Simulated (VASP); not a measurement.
# Sn3H: single point with PBE

Crystal: Sn3H.

```
CELL_PARAMETERS angstrom
4.62716 0.00000 0.00000
0.00000 4.62716 0.00000
0.00000 0.00000 4.62716
ATOMIC_POSITIONS crystal
Sn 0.00000 0.50000 0.50000
Sn 0.50000 0.00000 0.50000
Sn 0.50000 0.50000 0.00000
H 0.00000 0.00000 0.00000
```

The cell was built from a structure type or drawn by symmetry, and may not be a known phase.

```
Program             : VASP 6.6.1
Task                : single point
Functional          : PBE
Potentials or basis : VASP PAW PBE potentials, release 64 (Sn_d, H)
Cutoff              : 520 eV
k mesh              : 4 × 4 × 4
Occupations         : gaussian, width 0.1 eV
Spin                : no spin polarisation
```

The pressure is -3.0 GPa and the band gap on the k mesh is zero (an odd number of electrons rules out a gap without spin polarisation).

Levels at points of the mesh, in eV from the Fermi level:
```
           k point  band 17  band 18  band 19  band 20  band 21  band 22  band 23  band 24  band 25  band 26
(0.00, 0.00, 0.00)    -4.17    -4.17    -2.45    -2.45    -2.45    -1.41     3.15     3.15     3.15     5.20
(0.50, 0.00, 0.00)    -7.87    -3.81    -1.49    -1.27    -1.27     0.61     0.61     0.96     1.32     3.71
(0.50, 0.50, 0.00)    -7.09    -7.09    -4.11    -0.16     0.47     0.47     1.05     1.05     1.65     1.65
(0.50, 0.50, 0.50)    -6.39    -6.39    -4.74    -2.87    -2.87    -2.87    -2.10     6.69     6.69     7.40
```

Wall time 34 s on 1 thread of Intel Xeon 8259CL, on a shared host, peak memory 0.2 GiB.

Caveat: spin-orbit coupling is left out, which moves the levels of the heavy elements.
